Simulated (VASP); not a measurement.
Input of a VASP 6.6.1 run:

Contents of INCAR:

```
PREC = Accurate
ENCUT = 520
EDIFF = 1E-7
ISMEAR = 0
SIGMA = 0.15
LREAL = F
LASPH = T
NELM = 150
ALGO = Normal
ISIF = 2
LWAVE = F
LCHARG = F
ISPIN = 2
MAGMOM = 0 0 0.5
LORBIT = 11
NUPDOWN = 0.5
LMAXMIX = 4
GGA = PE
NBANDS = 20
```

File KPOINTS:

```
regular mesh
0
Gamma
  14 14 14
```

File POSCAR:

```
Si2Ni
1.0
    0.0000000000      2.8776321201      2.8776321201
    2.8776321201      0.0000000000      2.8776321201
    2.8776321201      2.8776321201      0.0000000000
Si Ni
2 1
Direct
    0.2500000000      0.2500000000      0.2500000000
    0.7500000000      0.7500000000      0.7500000000
    0.0000000000      0.0000000000      0.0000000000
```

Potentials or basis: VASP PAW PBE potentials, release 64 (Si, Ni).

Command:

```console
$ cat potpaw_PBE.64/Si/POTCAR potpaw_PBE.64/Ni/POTCAR > POTCAR
$ mpirun -np 1 vasp_std > vasp.out
```

(1) Estimate the pressure.

## Answers

(1) -15.7 GPa.

Caveat: the cell stands under tension; the total moment is fixed, so each spin has its own Fermi level and the state may be an excited one.
